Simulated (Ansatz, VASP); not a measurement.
# One calculation of InSe, two programs

```xyz
4
Lattice="2.0263 1.1699 8.5511 -2.0263 1.1699 8.5511 0.0000 -2.3398 8.5511" Properties=species:S:1:pos:R:3 pbc="T T T"
In    0.0000    0.0000   22.7954
In    0.0000    0.0000    0.0000
Se    0.0000    0.0000    4.4098
Se    0.0000    0.0000    9.8380
```

Alike in both runs: task single point; functional PBEsol; dispersion D3(BJ); k mesh 8 × 8 × 8; occupations fermi-dirac, width 0.05 eV; no spin polarisation.

|  | VASP | Ansatz |
| --- | --- | --- |
| version | VASP 6.6.1 | Ansatz 0.2.0 |
| potentials or method | VASP PAW PBE potentials, release 64 (In_d, Se) | Ansatz PAW |
| plane-wave cutoff (eV) | 520 | 420 |
| valence electrons in the cell | 38 | 58 |

Ansatz gave:

| Item | Value |
| --- | --- |
| gap on the k mesh at the Fermi level (eV) | 0.25 |
| least direct gap on the mesh (eV) | 0.25 |
| pressure (GPa) | -3.1 |
| traceless stress, the component that is largest in VASP (GPa) | -0.55 |
| rms of the force components (eV/Å) | 0.097 |

Problem. Which values does VASP return?

Solution. gap on the k mesh at the Fermi level (eV): 0.24; least direct gap on the mesh (eV): 0.24; pressure (GPa): -3.1; traceless stress, the component that is largest in VASP (GPa): -0.56; rms of the force components (eV/Å): 0.095.

VASP's potentials were made for PBE, not for PBEsol. Atom by atom the forces differ by 0.010 eV/Å (rms over components). VASP's potentials hold 38 valence electrons a cell and Ansatz's 58, so a difference there can come from the potentials and not from the codes.
